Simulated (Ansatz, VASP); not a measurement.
# Two plane-wave programs on CuO

Contents of INCAR:

```
SYSTEM = CuO
PREC = Accurate ; ENCUT = 600
EDIFF = 1E-7 ; ISMEAR = -1
SIGMA = 0.05 ; LREAL = .FALSE.
LASPH = .TRUE. ; NELM = 100
ALGO = Normal ; ISIF = 3
LWAVE = .FALSE. ; LCHARG = .FALSE.
GGA = RE ; IVDW = 12
IBRION = 2 ; NSW = 60
EDIFFG = -0.01
```

The input KPOINTS:

```
Automatic mesh
0
G
  10 10 5
  0 0 0
```

File POSCAR:

```
CuO
1.0
    2.3418500000     -1.7113000000      0.0000000000
    2.3418500000      1.7113000000      0.0000000000
   -0.8500274268      0.0000000000      5.0578693947
Cu O
2 2
Direct
    0.5000000000      0.0000000000      0.5000000000
    0.0000000000      0.5000000000      0.0000000000
    0.4184000000      0.5816000000      0.7500000000
    0.5816000000      0.4184000000      0.2500000000
```

The input input.yaml:

```yaml
crystal:
  lattice:
    - [2.34185, -1.7113, 0.0]
    - [2.34185, 1.7113, 0.0]
    - [-0.8500274268, 0.0, 5.0578693947]
  atoms:
    - { symbol: Cu, position: [0.5, 0.0, 0.5] }
    - { symbol: Cu, position: [0.0, 0.5, 0.0] }
    - { symbol: O, position: [0.4184, 0.5816, 0.75] }
    - { symbol: O, position: [0.5816, 0.4184, 0.25] }
hamiltonian:
  xc: revpbe
  pseudopotentials: { kind: paw }
  dispersion: d3bj
kpoints:
  mp_grid: { grid: [10, 10, 5] }
scf:
  occupations: { method: fermi_dirac, width: 0.05 }
output:
  forces: true
  stress: true
  write_density: true
  write_potential: true
  elf: true
  volumetric_format: npy
relax:
  f_tol: 0.01
  max_steps: 40
  cell: { stress_tol: 0.05 }
```

Alike in both runs: task relaxation of cell and atoms; functional revPBE; dispersion D3(BJ); k mesh 10 × 10 × 5; occupations fermi-dirac, width 0.05 eV; no spin polarisation.

```csv
,VASP,Ansatz
version,VASP 6.6.1,Ansatz 0.2.0
potentials or method,"VASP PAW PBE potentials, release 64 (Cu, O)",Ansatz PAW
plane-wave cutoff (eV),600,420
valence electrons in the cell,34,50
```

|  | VASP | Ansatz | Ansatz less VASP |
| --- | --- | --- | --- |
| gap on the k mesh at the Fermi level, each at its own relaxed structure (eV) | none | none | - |
| relaxed volume (Å³/atom) | 10.87 | 10.87 | -0.002 |
| relaxed length of the cell vector where the two differ most in proportion (Å) | 5.184 | 5.168 | -0.0157 |

VASP's potentials were made for PBE, not for revPBE. A gap of «none» marks a metal or a gap that the smearing closes. VASP's potentials hold 34 valence electrons a cell and Ansatz's 50, so a difference there can come from the potentials and not from the codes.

Noted on Ansatz's run: the plane-wave basis is chosen anew once the cell has moved, so the energies of steps on either side of that aren't comparable.
